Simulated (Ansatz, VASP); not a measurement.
# Eu: VASP beside Ansatz

```
CELL_PARAMETERS angstrom
-2.33331 2.33331 2.33331
2.33331 -2.33331 2.33331
2.33331 2.33331 -2.33331
ATOMIC_POSITIONS crystal
Eu 0.00000 0.00000 0.00000
```

Alike in both runs: task single point; functional r2SCAN; k mesh 8 × 8 × 8; occupations fermi-dirac, width 0.05 eV; collinear spin.

|  | VASP | Ansatz |
| --- | --- | --- |
| version | VASP 6.6.1 | Ansatz 0.2.0 |
| potentials or method | VASP PAW PBE potentials, release 64 (Eu) | Ansatz PAW |
| plane-wave cutoff (eV) | 520 | 500 |
| valence electrons in the cell | 17 | 17 |

```csv
,VASP,Ansatz,Ansatz less VASP
gap on the k mesh at the Fermi level (eV),none,none,-
pressure (GPa),-1.9,-1.6,+0.35
net moment per atom (μB),7.71,7.73,+0.016
size of the moment on the site where the two differ most (μB),6.69,7.28,+0.581
```

VASP's potentials were made for PBE, not for r2SCAN. Site moments also hang on the region over which each program counts them. A gap of «none» marks a metal or a gap that the smearing closes.

Spin-orbit coupling is off throughout. Noted on Ansatz's run: the magnetic or orbital state may not be the lowest.
